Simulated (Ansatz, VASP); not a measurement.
AlN in VASP and in Ansatz

INCAR

```
PREC     = Accurate       # precision mode
ENCUT    = 520            # plane-wave cutoff, eV
EDIFF    = 1E-6           # SCF threshold, eV
ISMEAR   = 0              # smearing method
SIGMA    = 0.05           # smearing width, eV
LREAL    = False          # projectors in reciprocal space
LASPH    = True           # aspherical terms in the spheres
NELM     = 60             # most SCF steps
ALGO     = Normal         # electronic algorithm
ISIF     = 2              # what is computed and relaxed
LWAVE    = False          # write WAVECAR
LCHARG   = True           # write CHGCAR
GGA      = PS             # functional
LELF     = True           # ELF
LVHAR    = True         
NBANDS   = 36             # bands
```

Contents of KPOINTS:

```
Automatic mesh
0
Gamma
  9 9 2
```

File POSCAR:

```
AlN
1.0
    2.0226209166     -2.0226209166      0.0000000000
    2.0226209166      0.0000000000     -2.0226209166
    8.7646906386      8.0904836664      7.4162766942
Al N
6 6
Direct
    0.6666666667      0.5694444444      0.2916666667
    0.0000000000     -0.0416666667      0.1250000000
    0.3333333333      0.1805555556      0.4583333333
    0.6666666667      0.4027777778      0.7916666667
    1.0000000000      0.7916666667      0.6250000000
    0.3333333333      0.0138888889      0.9583333333
    1.0000000000     -0.1250000000      0.3750000000
    0.3333333333      0.2638888889      0.2083333333
    0.6666666667      0.4861111111      0.5416666667
    1.0000000000      0.7083333333      0.8750000000
    0.3333333333      0.0972222222      0.7083333333
    0.6666666667      0.6527777778      0.0416666667
```

Input for Ansatz:

```yaml
crystal:
  lattice:
    - [2.0226209166, -2.0226209166, 0.0]
    - [2.0226209166, 0.0, -2.0226209166]
    - [8.7646906386, 8.0904836664, 7.4162766942]
  atoms:
    - { symbol: Al, position: [0.6666666667, 0.5694444444, 0.2916666667] }
    - { symbol: Al, position: [0.0, -0.0416666667, 0.125] }
    - { symbol: Al, position: [0.3333333333, 0.1805555556, 0.4583333333] }
    - { symbol: Al, position: [0.6666666667, 0.4027777778, 0.7916666667] }
    - { symbol: Al, position: [1.0, 0.7916666667, 0.625] }
    - { symbol: Al, position: [0.3333333333, 0.0138888889, 0.9583333333] }
    - { symbol: "N", position: [1.0, -0.125, 0.375] }
    - { symbol: "N", position: [0.3333333333, 0.2638888889, 0.2083333333] }
    - { symbol: "N", position: [0.6666666667, 0.4861111111, 0.5416666667] }
    - { symbol: "N", position: [1.0, 0.7083333333, 0.875] }
    - { symbol: "N", position: [0.3333333333, 0.0972222222, 0.7083333333] }
    - { symbol: "N", position: [0.6666666667, 0.6527777778, 0.0416666667] }
basis:
  ecutwfc: 420
kpoints:
  mp_grid: { grid: [9, 9, 2] }
hamiltonian:
  xc: pbesol
scf:
  occupations: { method: gaussian, width: 0.05 }
output:
  forces: true
  stress: true
  eigenvalues: true
```

Alike in both runs: task single point; functional PBEsol; k mesh 9 × 9 × 2; occupations gaussian, width 0.05 eV; no spin polarisation.

|  | VASP | Ansatz |
| --- | --- | --- |
| version | VASP 6.6.1 | Ansatz 0.2.0 |
| potentials or method | VASP PAW PBE potentials, release 64 (Al, N), cutoff 520 eV | scalar-relativistic, plane waves, PAW |
| valence electrons in the cell | 48 | 48 |

```tsv
	VASP	Ansatz	Ansatz less VASP
gap on the k mesh at the Fermi level (eV)	3.91	3.93	+0.017
least direct gap on the mesh (eV)	4.58	4.57	-0.011
pressure (GPa)	11.8	11.8	-0.05
traceless stress, the component that is largest in VASP (GPa)	13.79	13.58	-0.208
rms of the force components (eV/Å)	3.187	3.145	-0.0417
```

VASP's potentials were made for PBE, not for PBEsol. Atom by atom the forces differ by 0.042 eV/Å (rms over components).
